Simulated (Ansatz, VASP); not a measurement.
## One calculation of SnPbO2, two programs

```
CELL_PARAMETERS angstrom
5.49000 0.00000 0.00000
0.00000 5.49000 0.00000
0.00000 0.00000 4.90000
ATOMIC_POSITIONS crystal
Sn 0.75000 0.00000 0.76500
Sn 0.25000 0.00000 0.23500
Pb 0.75000 0.50000 0.23700
Pb 0.25000 0.50000 0.76300
O 0.50000 0.25000 0.00000
O 0.00000 0.25000 0.00000
O 0.00000 0.75000 0.00000
O 0.50000 0.75000 0.00000
```

Alike in both runs: task relaxation of cell and atoms; functional PBE; k mesh 2 × 2 × 3; occupations gaussian, width 0.15 eV; no spin polarisation.

|  | VASP | Ansatz |
| --- | --- | --- |
| version | VASP 6.6.1 | Ansatz 0.2.0 |
| potentials or method | VASP PAW PBE potentials, release 64 (Sn_d, Pb_d, O), cutoff 600 eV | scalar-relativistic, plane waves, PAW |
| valence electrons in the cell | 80 | 80 |

```csv
,VASP,Ansatz,Ansatz less VASP
"gap on the k mesh at the Fermi level, each at its own relaxed structure (eV)",0.90,0.75,-0.148
relaxed volume (Å³/atom),20.84,20.24,-0.601
relaxed length of the cell vector where the two differ most in proportion (Å),5.336,5.169,-0.1674
```

The k mesh is coarse, so the values compare programs but aren't converged. Neither program's run includes spin-orbit coupling.
